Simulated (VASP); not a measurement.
Wanted: the native input for a VASP 6.6.1 run.

```yaml
Task: single point
Functional: PBEsol
Potentials_or_basis: VASP PAW PBE potentials, release 64 (Li_sv)
Cutoff: 520 eV
k_mesh: 20 × 20 × 20
Occupations: fermi-dirac, width 0.1 eV
Spin: no spin polarisation
Dipole_correction: no
Further_INCAR_settings: ALGO = Normal; EDIFF = 1e-06; NBANDS = 10
```

The structure of Li lies in POSCAR:

```
Li
1.0
   -1.9050127401      1.9050127401      1.1203605420
    1.9050127401     -1.9050127401      1.1203605420
    1.9050127401      1.9050127401     -1.1203605420
Li
2
Direct
   -0.3750000000     -0.1250000000     -0.2500000000
    0.3750000000      0.1250000000      0.2500000000
```

These files were run (other wordings do the same):

INCAR

```
SYSTEM = Li
  PREC = Accurate
  ENCUT = 520
  EDIFF = 1E-6
  ISMEAR = -1
  SIGMA = 0.1
  LREAL = .FALSE.
  LASPH = .TRUE.
  NELM = 100
  ALGO = Normal
  ISIF = 2
  LWAVE = .FALSE.
  LCHARG = .FALSE.
  GGA = PS
  NBANDS = 10
```

KPOINTS

```
Automatic mesh
0
G
  20 20 20
  0 0 0
```

Potentials or basis: VASP PAW PBE potentials, release 64 (Li_sv).

Command:

```console
$ cat potpaw_PBE.64/Li_sv/POTCAR > POTCAR
$ mpirun -np 1 vasp_std > vasp.out
```

It gave:

```
Band gap on the k mesh : zero (band 3 reaches 5.84 eV, above the bottom of band 4 at 3.00 eV)
```

Run time: 110 s on 1 thread of Intel(R) Xeon(R) Platinum 8375C CPU @ 2.90GHz (Ice Lake), on a shared host, peak memory 0.19 GiB.
